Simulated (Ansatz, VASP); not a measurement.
**One calculation of GaP, two programs**

```xyz
2
Lattice="0.0000 2.4970 3.2461 2.4970 0.0000 3.2461 2.4970 2.4970 0.0000" Properties=species:S:1:pos:R:3 pbc="T T T"
Ga    0.0000    0.0000    0.0000
P     3.7456    3.7456    4.8692
```

Alike in both runs: task single point; functional PBE; k mesh 10 × 10 × 10; occupations gaussian, width 0.05 eV; no spin polarisation.

|  | VASP | Ansatz |
| --- | --- | --- |
| version | VASP 6.6.1 | Ansatz 0.2.0 |
| potentials or method | VASP PAW PBE potentials, release 64 (Ga_d, P), cutoff 520 eV | scalar-relativistic, plane waves, PAW |
| valence electrons in the cell | 18 | 18 |

|  | VASP | Ansatz | Ansatz less VASP |
| --- | --- | --- | --- |
| gap on the k mesh at the Fermi level (eV) | none | none | - |
| pressure (GPa) | 1.8 | 1.8 | 0.00 |
| traceless stress, the component that is largest in VASP (GPa) | -17.47 | -17.48 | -0.010 |

A gap of «none» marks a metal or a gap that the smearing closes.
